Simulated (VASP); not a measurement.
Here is a VASP 6.6.1 calculation.

Contents of INCAR:

```
ALGO     = Normal         # electronic algorithm
EDIFF    = 1E-6           # SCF threshold, eV
ENCUT    = 600            # plane-wave cutoff, eV
GGA      = PS             # functional
GGA_COMPAT= F            
ISIF     = 2              # what is computed and relaxed
ISMEAR   = -1             # smearing method
LASPH    = T              # aspherical terms in the spheres
LCHARG   = T              # write CHGCAR
LELF     = T              # ELF
LREAL    = F              # projectors in reciprocal space
LVHAR    = T            
LWAVE    = F              # write WAVECAR
NBANDS   = 11             # bands
NELM     = 120            # most SCF steps
PREC     = Accurate       # precision mode
SIGMA    = 0.02           # smearing width, eV
```

File KPOINTS:

```
k-points
0
Gamma
  6 6 6
```

File POSCAR:

```
BeS
1.0
    2.9413850405      0.0000000000      0.0000000000
    0.0000000000      2.9413850405      0.0000000000
    0.0000000000      0.0000000000      2.9413850405
Be S
1 1
Direct
    0.0000000000      0.0000000000      0.0000000000
    0.5000000000      0.5000000000      0.5000000000
```

Potentials or basis: VASP PAW PBE potentials, release 64 (Be, S).

Launch:

```console
$ cat potpaw_PBE.64/Be/POTCAR potpaw_PBE.64/S/POTCAR > POTCAR
$ mpirun -np 1 vasp_std > vasp.out
```

Estimate the band gap on the k mesh.

zero (bands 4 and 5 overlap by 1.23 eV).

Estimate the pressure.

-4.9 GPa.

Caveat: the cell stands under tension; the structure was generated, so it needn't be the stable form of BeS; the PAW data sets were made with another functional, which shifts forces and pressure a little.
